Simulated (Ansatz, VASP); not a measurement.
# One calculation of MgH2, two programs

Contents of INCAR:

```
PREC     = Accurate       # precision mode
ENCUT    = 520            # plane-wave cutoff, eV
EDIFF    = 1E-7           # SCF threshold, eV
ISMEAR   = 0              # smearing method
SIGMA    = 0.1            # smearing width, eV
LREAL    = False          # projectors in reciprocal space
LASPH    = True           # aspherical terms in the spheres
NELM     = 100            # most SCF steps
ALGO     = Normal         # electronic algorithm
ISIF     = 2              # what is computed and relaxed
LWAVE    = False          # write WAVECAR
LCHARG   = True           # write CHGCAR
GGA      = PE             # functional
LELF     = True           # ELF
LVHAR    = True         
NBANDS   = 9              # bands
```

Contents of KPOINTS:

```
regular mesh
0
Gamma
  8 8 8
```

The input POSCAR:

```
MgH2
1.0
    0.0000000000      2.3810671667      2.3810671667
    2.3810671667      0.0000000000      2.3810671667
    2.3810671667      2.3810671667      0.0000000000
Mg H
1 2
Direct
    0.0584318630     -0.0149986844     -0.0098456172
    0.7754564235      0.7959666004      0.7348764809
    0.2442987199      0.2412572278      0.2737920181
```

Input for Ansatz:

```yaml
crystal:
  lattice:
    - [0.0, 2.3810671667, 2.3810671667]
    - [2.3810671667, 0.0, 2.3810671667]
    - [2.3810671667, 2.3810671667, 0.0]
  atoms:
    - { symbol: Mg, position: [0.058431863, -0.0149986844, -0.0098456172] }
    - { symbol: H, position: [0.7754564235, 0.7959666004, 0.7348764809] }
    - { symbol: H, position: [0.2442987199, 0.2412572278, 0.2737920181] }
basis:
  ecutwfc: 420
kpoints:
  mp_grid: { grid: [8, 8, 8] }
hamiltonian:
  xc: pbe
scf:
  occupations: { method: gaussian, width: 0.1 }
output:
  forces: true
  stress: true
  eigenvalues: true
```

Alike in both runs: task single point; functional PBE; k mesh 8 × 8 × 8; occupations gaussian, width 0.1 eV; no spin polarisation.

|  | VASP | Ansatz |
| --- | --- | --- |
| version | VASP 6.6.1 | Ansatz 0.2.0 |
| potentials or method | VASP PAW PBE potentials, release 64 (Mg, H), cutoff 520 eV | scalar-relativistic, plane waves, PAW |
| valence electrons in the cell | 4 | 12 |

VASP gave:

```
gap on the k mesh at the Fermi level (eV)                     : none
pressure (GPa)                                                : 0.2
traceless stress, the component that is largest in VASP (GPa) : 0.63
rms of the force components (eV/Å)                            : 0.245
```

Which values does Ansatz return?

gap on the k mesh at the Fermi level (eV): none; pressure (GPa): 0.6; traceless stress, the component that is largest in VASP (GPa): 0.63; rms of the force components (eV/Å): 0.245.

Atom by atom the forces differ by 0.001 eV/Å (rms over components). A gap of «none» marks a metal or a gap that the smearing closes. VASP's potentials hold 4 valence electrons a cell and Ansatz's 12, so a difference there can come from the potentials and not from the codes.
